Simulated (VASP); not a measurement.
A run of VASP 6.6.1 is set up as follows.

INCAR

```
PREC = Accurate ; ENCUT = 600
EDIFF = 1E-7 ; ISMEAR = 0
SIGMA = 0.02 ; LREAL = F
LASPH = T ; NELM = 80
ALGO = Normal ; ISIF = 3
LWAVE = F ; LCHARG = F
GGA = PE ; IBRION = 2
NSW = 100 ; EDIFFG = -0.002
PSTRESS = 120.0
```

Contents of KPOINTS:

```
Automatic mesh
0
Gamma
  8 8 8
```

Contents of POSCAR:

```
NaCl
1.0
    0.0000000000      2.6022103644      2.6022103644
    2.6022103644      0.0000000000      2.6022103644
    2.6022103644      2.6022103644      0.0000000000
Na Cl
1 1
Direct
    0.0000000000      0.0000000000      0.0000000000
    0.5000000000      0.5000000000      0.5000000000
```

Potentials or basis: VASP PAW PBE potentials, release 64 (Na_pv, Cl).

Launch:

```console
$ cat potpaw_PBE.64/Na_pv/POTCAR potpaw_PBE.64/Cl/POTCAR > POTCAR
$ mpirun -np 1 vasp_std > vasp.out
```

Q: Predict the relaxed cell.

A: a = 3.681 Å, b = 3.681 Å, c = 3.681 Å, α = 60.00°, β = 60.00°, γ = 60.00°.

Q: Predict the relaxed volume.

A: 17.63 Å³/atom.

Q: Predict the space group after relaxing (to 0.1 Å).

A: Fm-3m (No. 225).

Q: Predict the band gap on the k mesh.

A: 6.22 eV.

The path:
```
step  energy change (eV)  largest force (eV/Å)  pressure (GPa)  volume (Å³)
   1              0.0000                0.0000           12.06        35.24
   2             -0.0024                0.0000           11.98        35.27
   3             -0.0019                0.0000           12.00        35.27
```

Caveat: the cell is relaxed towards a set pressure, so the run minimises the enthalpy, not the energy.
